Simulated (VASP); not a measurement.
# Nb3C5 (Cmcm) in VASP: single point with PBE

Aim: the single point of Nb3C5 with PBE.

Program: VASP 6.6.1. These are calculated values, not measurements. Logs are shortened: lines on timing, memory, paths and dates and some standing lists are left out, and cuts for length are marked.

**1. The cell of the first run**

Symmetry: Cmcm, No. 63, orthorhombic system. The conventional cell has a = 4.216 Å, b = 10.771 Å, c = 9.739 Å, α = 90.00°, β = 90.00°, γ = 90.00°. Nb (site symmetry m) has 6 C at 2.10 to 2.73 Å within 2.8 Å. Within 2.8 Å of Nb (site symmetry m2m) lie 6 C at 2.13 to 2.24 Å. Within 1.7 Å of C (site symmetry m) lie 1 C at 1.30 Å. C (site symmetry m) has 4 Nb at 2.12 to 2.14 Å within 2.8 Å. Within 2.8 Å of C (site symmetry m2m) lie 4 Nb at 2.10 to 2.15 Å.

**2. Single point, PBE**

Contents of INCAR:

```
SYSTEM = Nb3C5
PREC = Accurate
ENCUT = 520
EDIFF = 1E-7
ISMEAR = 0
SIGMA = 0.2
LREAL = Auto
LASPH = .TRUE.
NELM = 100
ALGO = Normal
ISIF = 2
LWAVE = .FALSE.
LCHARG = .FALSE.
GGA = PE
NBANDS = 73
```

Contents of KPOINTS:

```
regular mesh
0
G
  4 4 2
  0 0 0
```

Contents of POSCAR:

```
Nb3C5
1.0
    2.1078584230     -5.3855278462      0.0000000000
    2.1078584230      5.3855278462      0.0000000000
    0.0000000000      0.0000000000      9.7390326181
Nb C
6 10
Direct
    0.1505964033      0.8494035967      0.9600998268
    0.1505964033      0.8494035967      0.5399001732
    0.7331836986      0.2668163014      0.7500000000
    0.8494035967      0.1505964033      0.0399001732
    0.8494035967      0.1505964033      0.4600998268
    0.2668163014      0.7331836986      0.2500000000
    0.9324118180      0.0675881820      0.8169705875
    0.6661457323      0.3338542677      0.9553352078
    0.9324118180      0.0675881820      0.6830294125
    0.6661457323      0.3338542677      0.5446647922
    0.0675881820      0.9324118180      0.1830294125
    0.3338542677      0.6661457323      0.0446647922
    0.0675881820      0.9324118180      0.3169705875
    0.3338542677      0.6661457323      0.4553352078
    0.1942764899      0.8057235101      0.7500000000
    0.8057235101      0.1942764899      0.2500000000
```

Potentials or basis: VASP PAW PBE potentials, release 64 (Nb_sv, C).

Launch:

```console
cat potpaw_PBE.64/Nb_sv/POTCAR potpaw_PBE.64/C/POTCAR > POTCAR
mpirun -np 1 vasp_std > vasp.out
```

OUTCAR:

```text
SYSTEM = Nb3C5
   PREC = Accurate
   ENCUT = 520
   EDIFF = 1E-7
   ISMEAR = 0
   LREAL = Auto
   LASPH = .TRUE.
   NELM = 100
   ISIF = 2
   GGA = PE

 ion  position               nearest neighbor table
   1  0.151  0.849  0.960-  15 2.10   8 2.12   8 2.12  12 2.14  11 2.35
   2  0.151  0.849  0.540-  15 2.10  10 2.12  10 2.12  14 2.14  13 2.35
   3  0.733  0.267  0.750-   8 2.13  10 2.13  15 2.15  15 2.15   7 2.24   9 2.24
   4  0.849  0.151  0.040-  16 2.10  12 2.12  12 2.12   8 2.14   7 2.35
   5  0.849  0.151  0.460-  16 2.10  14 2.12  14 2.12  10 2.14   9 2.35
   6  0.267  0.733  0.250-  12 2.13  14 2.13  16 2.15  16 2.15  11 2.24  13 2.24
   7  0.932  0.068  0.817-   9 1.30   3 2.24   4 2.35
   8  0.666  0.334  0.955-   1 2.12   1 2.12   3 2.13   4 2.14
   9  0.932  0.068  0.683-   7 1.30   3 2.24   5 2.35
  10  0.666  0.334  0.545-   2 2.12   2 2.12   3 2.13   5 2.14
  11  0.068  0.932  0.183-  13 1.30   6 2.24   1 2.35
  12  0.334  0.666  0.045-   4 2.12   4 2.12   6 2.13   1 2.14
  13  0.068  0.932  0.317-  11 1.30   6 2.24   2 2.35
  14  0.334  0.666  0.455-   5 2.12   5 2.12   6 2.13   2 2.14
  15  0.194  0.806  0.750-   1 2.10   2 2.10   3 2.15   3 2.15
  16  0.806  0.194  0.250-   4 2.10   5 2.10   6 2.15   6 2.15

  LATTYP: Found a base centered orthorhombic cell.
 ALAT       =     4.2157168460
 B/A-ratio  =     2.5549760778
 C/A-ratio  =     2.3101723797

  Lattice vectors:

 A1 = (   2.1078584230,  -5.3855278462,   0.0000000000)
 A2 = (   2.1078584230,   5.3855278462,   0.0000000000)
 A3 = (   0.0000000000,   0.0000000000,   9.7390326181)

Analysis of symmetry for initial positions (statically):
=====================================================================
 Subroutine PRICEL returns:
 Original cell was already a primitive cell.

 Routine SETGRP: Setting up the symmetry group for a
 base centered orthorhombic supercell.

 Subroutine GETGRP returns: Found  8 space group operations
 (whereof  4 operations were pure point group operations)
 out of a pool of  8 trial point group operations.

The static configuration has the point symmetry C_2h.
 The point group associated with its full space group is D_2h.

Analysis of symmetry for dynamics (positions and initial velocities):
=====================================================================
 Subroutine PRICEL returns:
 Original cell was already a primitive cell.

 Routine SETGRP: Setting up the symmetry group for a
[... 129 lines left out ...]
   NFREE  =      0    steps in history (QN), initial steepest desc. (CG)
   ISIF   =      2    stress and relaxation
   ISYM   =      2    0-nonsym 1-usesym 2-fastsym
   POTIM  = 0.5000    time-step for ionic-motion
   TEBEG  =    0.0;   TEEND  =   0.0 temperature during run
   PSTRESS=    0.0 pullay stress
   NELECT =     118.0000    total number of electrons
   NUPDOWN=      -1.0000    fix difference up-down
   EMIN   =  10.00;   EMAX   =-10.00  energy-range for DOS
   EFERMI =   0.00;   METHOD = LEGACY
   ISMEAR =     0;   SIGMA  =   0.20  broadening in eV -4-tet -1-fermi 0-gaus
   EFERMI_NEDOS =   21; number of points for ismear=-14 and -15
   IALGO  =     38    algorithm
   IMIX   =      4    mixing-type and parameters
     AMIX     =   0.40;   BMIX     =  1.00
     AMIX_MAG =   1.60;   BMIX_MAG =  1.00
  volume/ion in A,a.u.               =      13.82        93.26
  Fermi-wavevector in a.u.,A,eV,Ry     =   1.327895  2.509357 23.991214  1.763304
  Thomas-Fermi vector in A             =   2.457173
   LORBIT       =      0    0 simple, 1 ext, 2 COOP (PROOUT), +10 PAW based schemes
   GGA     = PE    functional components
   LHFCALC =     F    Hartree Fock is set to
   AEXX    =    0.0000 exact exchange contribution
   IVDW    =     0    specifies the selected vdW correction
   LEPSILON=     F    determine dielectric tensor
   LRPA    =     F    only Hartree local field effects (RPA)
 non-spin polarized calculation
 Gauss-broadening in eV      SIGMA  =   0.20
  energy-cutoff  :      520.00
  volume of cell :      221.11
 maximum number of plane-waves:      5972
 NGX is ok and might be reduce to    48
   NGX = 21   NGY = 21   NGZ = 37

 number of electron     117.9999997 magnetization

 Free energy of the ion-electron system (eV)
  ---------------------------------------------------
  ext. energy  EPLUGINS =         0.00000000
  ---------------------------------------------------
  free energy    TOTEN  =      -147.13696410 eV

  energy without entropy =     -147.02488195  energy(sigma->0) =     -147.08092303

 E-fermi :   6.5192     XC(G=0): -10.8411

 val. band max:        6.5174665690   @ k =   0.5000   0.0000   0.5000
 cond. band min:       6.5533321824   @ k =   0.0000   0.0000   0.5000
 fundamental gap:      0.0358656134
 Fermi energy:         6.5192117175

 k-point     1 :       0.0000    0.0000    0.0000
  band No.  band energies     occupation
      1     -48.5217      2.00000
      2     -48.5043      2.00000
      3     -48.4549      2.00000
      4     -48.4501      2.00000
      5     -48.3542      2.00000
      6     -48.3409      2.00000
[... 1025 lines left out ...]
     70       9.2750      0.00000
     71       9.4454      0.00000
 [bands above 71 left out]

------------------------ aborting loop because EDIFF is reached ----------------------------------------

  FORCE on cell =-STRESS in cart. coord.  units (eV):
  Direction    XX          YY          ZZ          XY          YZ          ZX
  --------------------------------------------------------------------------------------
  -------------------------------------------------------------------------------------
  Total        0.0228254      0.0510885     -0.1464580      0.0000000     -0.0000000      0.0000000
  in kB        0.1653913      0.3701847     -1.0612264      0.0000000     -0.0000000      0.0000000
  external PRESSURE =      -0.1752168 kB  Pullay stress =       0.0000000 kB

 VOLUME and BASIS-vectors are now :
 -----------------------------------------------------------------------------
  energy-cutoff  :      520.00
  volume of cell :      221.11
      direct lattice vectors                 reciprocal lattice vectors
     2.107858423 -5.385527846  0.000000000     0.237207582 -0.092841410  0.000000000
     2.107858423  5.385527846  0.000000000     0.237207582  0.092841410  0.000000000
     0.000000000  0.000000000  9.739032618     0.000000000  0.000000000  0.102679603

 POSITION                                       TOTAL-FORCE (eV/Angst)
 -----------------------------------------------------------------------------------
      2.10786      3.76345      9.35044         0.000000     -0.042637     -0.006637
      2.10786      3.76345      5.25811         0.000000     -0.042637      0.006637
      2.10786     -2.51163      7.30427         0.000000      0.035640      0.000000
      2.10786     -3.76345      0.38859         0.000000      0.042637      0.006637
      2.10786     -3.76345      4.48093         0.000000      0.042637     -0.006637
      2.10786      2.51163      2.43476         0.000000     -0.035640      0.000000
[... 8 lines left out ...]
      2.10786      3.29296      7.30427         0.000000     -0.000651      0.000000
      2.10786     -3.29296      2.43476         0.000000      0.000651      0.000000
 -----------------------------------------------------------------------------------
    total drift:                               -0.000000     -0.000000      0.000000

  FREE ENERGIE OF THE ION-ELECTRON SYSTEM (eV)
  ---------------------------------------------------
  free  energy   TOTEN  =      -147.1369641020 eV

  energy  without entropy=     -147.0248819539  energy(sigma->0) =     -147.08092303
```

It took 18 min on 1 thread of Intel Xeon Platinum 8488C (Sapphire Rapids), shared host; peak memory 0.47 GiB.

What came out:

```yaml
Free_energy: -147.1370 eV
Pressure: 0.0 GPa
Largest_force: 0.106 eV/Å
Band_gap_on_the_k_mesh: zero (band 59 reaches 7.34 eV, above the bottom of band 60 at 5.95 eV)
```

Forces on the atoms (eV/Å):
```
Nb   0.000 -0.043 -0.007
Nb   0.000 -0.043  0.007
Nb   0.000  0.036  0.000
Nb   0.000  0.043  0.007
Nb   0.000  0.043 -0.007
Nb   0.000 -0.036  0.000
C    0.000 -0.013  0.105
C    0.000 -0.010  0.008
C    0.000 -0.013 -0.105
C    0.000 -0.010 -0.008
C    0.000  0.013 -0.105
C    0.000  0.010 -0.008
C    0.000  0.013  0.105
C    0.000  0.010  0.008
C    0.000 -0.001  0.000
C    0.000  0.001  0.000
```

Caveat: the k points lie up to 0.40 Å⁻¹ apart.
